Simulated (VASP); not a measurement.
# PbS in VASP: a series of runs

PbS is run at these levels: PBE, r2SCAN; tasks: single point.

All numbers are computed with VASP 6.6.1; they aren't measurements. Logs are shortened: lines on timing, memory, paths and dates and some standing lists are left out, and cuts for length are marked.

## Step 1: The cell of the first run

The cell holds a slab with vacuum, 4 atoms: a = 4.114 Å, b = 4.114 Å, c = 21.843 Å, α = 93.80°, β = 93.80°, γ = 90.00°.

## Step 2: Single point, PBE (strain -1.9%)

Contents of INCAR:

```
  PREC = Accurate
  ENCUT = 500
  EDIFF = 1E-6
  ISMEAR = -1
  SIGMA = 0.02
  LREAL = F
  LASPH = T
  NELM = 120
  ALGO = Normal
  ISIF = 2
  LWAVE = F
  LCHARG = F
  GGA = PE
  NBANDS = 28
  GGA_COMPAT = F
```

Contents of KPOINTS:

```
Automatic mesh
0
Gamma
  6 6 2
```

Contents of POSCAR:

```
PbS
1.0
    2.9092439003     -2.9092444636     -0.0000050425
    2.9092439003      2.9092444636     -0.0000050425
   -2.0466042828      0.0000000000     21.7468703202
Pb S
2 2
Direct
    0.7360758266      0.7158103804      0.9316040433
    0.2841896196      0.2639241734      0.0683959567
    0.2411026898      0.2207681360      0.9457972124
    0.7792318640      0.7588973102      0.0542027876
```

Potentials or basis: VASP PAW PBE potentials, release 64 (Pb_d, S).

On the command line:

```
> cat potpaw_PBE.64/Pb_d/POTCAR potpaw_PBE.64/S/POTCAR > POTCAR
> mpirun -np 1 vasp_std > vasp.out
```

OUTCAR:

```text
PREC = Accurate
   ENCUT = 500
   EDIFF = 1E-6
   ISMEAR = -1
   LREAL = F
   LASPH = T
   NELM = 120
   ISIF = 2
   GGA = PE

 ion  position               nearest neighbor table
   1  0.736  0.716  0.932-   4 2.67   3 2.93   3 2.93   3 2.93   3 2.93
   2  0.284  0.264  0.068-   3 2.67   4 2.93   4 2.93   4 2.93   4 2.93
   3  0.241  0.221  0.946-   2 2.67   1 2.93   1 2.93   1 2.93   1 2.93
   4  0.779  0.759  0.054-   1 2.67   2 2.93   2 2.93   2 2.93   2 2.93

  LATTYP: Found a base centered monoclinic cell.
 ALAT       =     5.8184878006
 B/A-ratio  =     1.0000001936
 C/A-ratio  =     3.7540615425
 COS(beta)  =    -0.0936980087

  Lattice vectors:

 A1 = (   2.9092439003,  -2.9092444636,  -0.0000050425)
 A2 = (   2.9092439003,   2.9092444636,  -0.0000050425)
 A3 = (  -2.0466042828,   0.0000000000,  21.7468703202)

Analysis of symmetry for initial positions (statically):
=====================================================================
 Subroutine PRICEL returns:
 Original cell was already a primitive cell.

 Routine SETGRP: Setting up the symmetry group for a
 base centered monoclinic supercell.

 Subroutine GETGRP returns: Found  2 space group operations
 (whereof  2 operations were pure point group operations)
 out of a pool of  4 trial point group operations.

The static configuration has the point symmetry C_2 .

Analysis of symmetry for dynamics (positions and initial velocities):
=====================================================================
 Subroutine PRICEL returns:
 Original cell was already a primitive cell.

 Routine SETGRP: Setting up the symmetry group for a
 base centered monoclinic supercell.

 Subroutine GETGRP returns: Found  2 space group operations
 (whereof  2 operations were pure point group operations)
 out of a pool of  4 trial point group operations.

The dynamic configuration has the point symmetry C_2 .

 Subroutine INISYM returns: Found  2 space group operations
 (whereof  2 operations are pure point group operations),
 and found     1 'primitive' translations

----------------------------------------------------------------------------------------

                                     Primitive cell

  volume of cell :     368.1180

  direct lattice vectors                    reciprocal lattice vectors
     2.909243900 -2.909244464 -0.000005042     0.171865989 -0.171865928  0.016174358
     2.909243900  2.909244464 -0.000005042     0.171865989  0.171865928  0.016174358
    -2.046604283  0.000000000 21.746870320     0.000000080  0.000000000  0.045983636

  length of vectors
     4.114292578  4.114292578 21.842961288     0.243592745  0.243592745  0.045983636

  position of ions in fractional coordinates (direct lattice)
     0.736075827  0.715810380  0.931604043
     0.284189620  0.263924173  0.068395957
     0.241102690  0.220768136  0.945797212
     0.779231864  0.758897310  0.054202788

  ion indices of the primitive-cell ions
   primitive index   ion index
                 1           1
                 2           2
                 3           3
                 4           4

----------------------------------------------------------------------------------------

 KPOINTS: Automatic mesh

Automatic generation of k-mesh.
 Grid dimensions read from file:
 generate k-points for:    6    6    2

 Generating k-lattice:

  Cartesian coordinates                     Fractional coordinates (reciprocal lattice)
     0.028644332 -0.028644321  0.002695726     0.166666667  0.000000000 -0.000000000
     0.028644332  0.028644321  0.002695726     0.000000000  0.166666667 -0.000000000
     0.000000040  0.000000000  0.022991818    -0.000000000 -0.000000000  0.500000000

  Length of vectors
     0.040598791  0.040598791  0.022991818

  Shift w.r.t. Gamma in fractional coordinates (k-lattice)
     0.000000000  0.000000000  0.000000000

 Subroutine IBZKPT returns following result:
 ===========================================

 Found     26 irreducible k-points:

 Following reciprocal coordinates:
            Coordinates               Weight
  0.000000  0.000000  0.000000      1.000000
  0.166667  0.000000 -0.000000      4.000000
  0.333333  0.000000  0.000000      4.000000
  0.500000 -0.000000 -0.000000      2.000000
  0.166667  0.166667 -0.000000      2.000000
  0.333333  0.166667 -0.000000      4.000000
[... 16 lines left out ...]
  0.333333  0.333333  0.500000      2.000000
  0.500000  0.333333  0.500000      4.000000
 [... further k-points ...]
   k-points           NKPTS =     26   k-points in BZ     NKDIM =     26   number of bands    NBANDS=     28
   number of dos      NEDOS =    301   number of ions     NIONS =      4
   total plane-waves  NPLWV = 144000
   dimension x,y,z NGX =    30 NGY =   30 NGZ =  160
   dimension x,y,z NGXF=    60 NGYF=   60 NGZF=  320
   ions per type =               2   2
   NGX,Y,Z   is equivalent  to a cutoff of  12.12, 12.12, 12.18 a.u.
   NGXF,Y,Z  is equivalent  to a cutoff of  24.24, 24.24, 24.36 a.u.
 SYSTEM =  unknown system
   PREC   = accura    normal or accurate (medium, high low for compatibility)
   ISTART =      0    job   : 0-new  1-cont  2-samecut
   ICHARG =      2    charge: 1-file 2-atom 10-const
   ISPIN  =      1    spin polarized calculation?
   LNONCOLLINEAR =      F non collinear calculations
   LSORBIT =      F    spin-orbit coupling
   LASPH  =      T    aspherical Exc in radial PAW
   ENCUT  =  500.0 eV  36.75 Ry    6.06 a.u.   7.50  7.50 39.82*2*pi/ulx,y,z
   NELM   =    120;   NELMIN=  2; NELMDL= -5     # of ELM steps
   EDIFF  = 0.1E-05   stopping-criterion for ELM
   LREAL  =      F    real-space projection
   EDIFFG = 0.1E-04   stopping-criterion for IOM
   NSW    =      0    number of steps for IOM
   IBRION =     -1    ionic relax: 0-MD 1-quasi-New 2-CG
   NFREE  =      0    steps in history (QN), initial steepest desc. (CG)
   ISIF   =      2    stress and relaxation
   ISYM   =      2    0-nonsym 1-usesym 2-fastsym
   POTIM  = 0.5000    time-step for ionic-motion
   TEBEG  =    0.0;   TEEND  =   0.0 temperature during run
   PSTRESS=    0.0 pullay stress
   NELECT =      40.0000    total number of electrons
   NUPDOWN=      -1.0000    fix difference up-down
   EMIN   =  10.00;   EMAX   =-10.00  energy-range for DOS
   EFERMI =   0.00;   METHOD = LEGACY
   ISMEAR =    -1;   SIGMA  =   0.02  broadening in eV -4-tet -1-fermi 0-gaus
   EFERMI_NEDOS =   21; number of points for ismear=-14 and -15
   IALGO  =     38    algorithm
   IMIX   =      4    mixing-type and parameters
     AMIX     =   0.40;   BMIX     =  1.00
     AMIX_MAG =   1.60;   BMIX_MAG =  1.00
  volume/ion in A,a.u.               =      92.03       621.05
  Fermi-wavevector in a.u.,A,eV,Ry     =   0.781206  1.476266  8.303411  0.610284
  Thomas-Fermi vector in A             =   1.884676
   LORBIT       =      0    0 simple, 1 ext, 2 COOP (PROOUT), +10 PAW based schemes
   GGA     = PE    functional components
   LHFCALC =     F    Hartree Fock is set to
   AEXX    =    0.0000 exact exchange contribution
   IVDW    =     0    specifies the selected vdW correction
   LEPSILON=     F    determine dielectric tensor
   LRPA    =     F    only Hartree local field effects (RPA)
 non-spin polarized calculation
  energy-cutoff  :      500.00
  volume of cell :      368.12
 maximum number of plane-waves:      9408
   NGX = 15   NGY = 15   NGZ = 79

 number of electron      39.9999997 magnetization

 Free energy of the ion-electron system (eV)
  ---------------------------------------------------
  ext. energy  EPLUGINS =         0.00000000
  ---------------------------------------------------
  free energy    TOTEN  =       -17.20904089 eV

  energy without entropy =      -17.20904089  energy(sigma->0) =      -17.20904089

 E-fermi :  -1.1913     XC(G=0):  -3.2102

 val. band max:       -1.6755478242   @ k =   0.3333   0.0000   0.5000
 cond. band min:      -0.0212151637   @ k =   0.0000   0.0000   0.5000
 fundamental gap:      1.6543326605
 Fermi energy:        -1.1912598766

 k-point     1 :       0.0000    0.0000    0.0000
  band No.  band energies     occupation
      1     -17.9105      2.00000
      2     -17.7895      2.00000
      3     -17.7773      2.00000
      4     -17.7746      2.00000
      5     -17.7385      2.00000
      6     -17.7377      2.00000
[... 20 lines left out ...]
     27       3.8902      0.00000
     28       4.0577      0.00000

 k-point     2 :       0.1667    0.0000   -0.0000
  band No.  band energies     occupation
      1     -17.8923      2.00000
      2     -17.7792      2.00000
      3     -17.7786      2.00000
      4     -17.7621      2.00000
      5     -17.7477      2.00000
      6     -17.7446      2.00000
[... 20 lines left out ...]
     27       3.2389      0.00000
     28       4.2334      0.00000

 k-point     3 :       0.3333    0.0000    0.0000
  band No.  band energies     occupation
      1     -17.8528      2.00000
      2     -17.7905      2.00000
      3     -17.7649      2.00000
      4     -17.7621      2.00000
      5     -17.7592      2.00000
      6     -17.7446      2.00000
[... 20 lines left out ...]
     27       3.5961      0.00000
     28       3.7837      0.00000

 k-point     4 :       0.5000   -0.0000   -0.0000
  band No.  band energies     occupation
      1     -17.8156      2.00000
      2     -17.8156      2.00000
      3     -17.7722      2.00000
      4     -17.7722      2.00000
      5     -17.7496      2.00000
      6     -17.7496      2.00000
[... 578 lines left out ...]
     27       3.7082      0.00000
     28       3.7296      0.00000

 k-point    23 :       0.3333    0.3333    0.5000
  band No.  band energies     occupation
      1     -17.8801      2.00000
      2     -17.8558      2.00000
      3     -17.7608      2.00000
      4     -17.7576      2.00000
      5     -17.7544      2.00000
      6     -17.7359      2.00000
[... 20 lines left out ...]
     27       4.3596      0.00000
     28       4.6031      0.00000

 k-point    24 :       0.5000    0.3333    0.5000
  band No.  band energies     occupation
      1     -17.8870      2.00000
      2     -17.8870      2.00000
      3     -17.7616      2.00000
      4     -17.7616      2.00000
      5     -17.7444      2.00000
      6     -17.7444      2.00000
[... 20 lines left out ...]
     27       5.1390      0.00000
     28       5.1398      0.00000

 [... further k-points ...]

------------------------ aborting loop because EDIFF is reached ----------------------------------------

  FORCE on cell =-STRESS in cart. coord.  units (eV):
  Direction    XX          YY          ZZ          XY          YZ          ZX
  --------------------------------------------------------------------------------------
  -------------------------------------------------------------------------------------
  Total        2.6609508      2.6610664      0.8975098      0.0000000      0.0000000      0.0001357
  in kB       11.5813820     11.5818850      3.9062742      0.0000000      0.0000000      0.0005905
  external PRESSURE =       9.0231804 kB  Pullay stress =       0.0000000 kB

 VOLUME and BASIS-vectors are now :
 -----------------------------------------------------------------------------
  energy-cutoff  :      500.00
  volume of cell :      368.12
      direct lattice vectors                 reciprocal lattice vectors
     2.909243900 -2.909244464 -0.000005042     0.171865989 -0.171865928  0.016174358
     2.909243900  2.909244464 -0.000005042     0.171865989  0.171865928  0.016174358
    -2.046604283  0.000000000 21.746870320     0.000000080  0.000000000  0.045983636

 POSITION                                       TOTAL-FORCE (eV/Angst)
 -----------------------------------------------------------------------------------
      2.31727     -0.05896     20.25946         0.000288     -0.000474     -0.157579
      1.45462     -0.05896      1.48740        -0.000288     -0.000474      0.157579
     -0.59198     -0.05916     20.56813         0.000048      0.000474     -0.200502
      4.36386     -0.05916      1.17873        -0.000048      0.000474      0.200502
 -----------------------------------------------------------------------------------
    total drift:                                0.000000     -0.000845     -0.000000

  FREE ENERGIE OF THE ION-ELECTRON SYSTEM (eV)
  ---------------------------------------------------
  free  energy   TOTEN  =       -17.2090408918 eV

  energy  without entropy=      -17.2090408918  energy(sigma->0) =      -17.20904089
```

It took 8.2 min on 1 thread of Oxide Virtual Turin-like, shared host; peak memory 0.45 GiB.

What came out:

```
Free energy            : -17.2090 eV
Largest force          : 0.201 eV/Å
Band gap on the k mesh : 1.65 eV (least direct gap 1.67 eV)
```

Forces on the atoms (eV/Å):
```
Pb   0.000  0.000 -0.158
Pb   0.000  0.000  0.158
S    0.000  0.000 -0.201
S    0.000  0.000  0.201
```

Caveat: the cell differs from its parent crystal (strain -1.9%); there is no dipole correction, which matters where the two faces differ; spin-orbit coupling is left out, which moves the levels of the heavy elements.

[end of part 1 of 2]
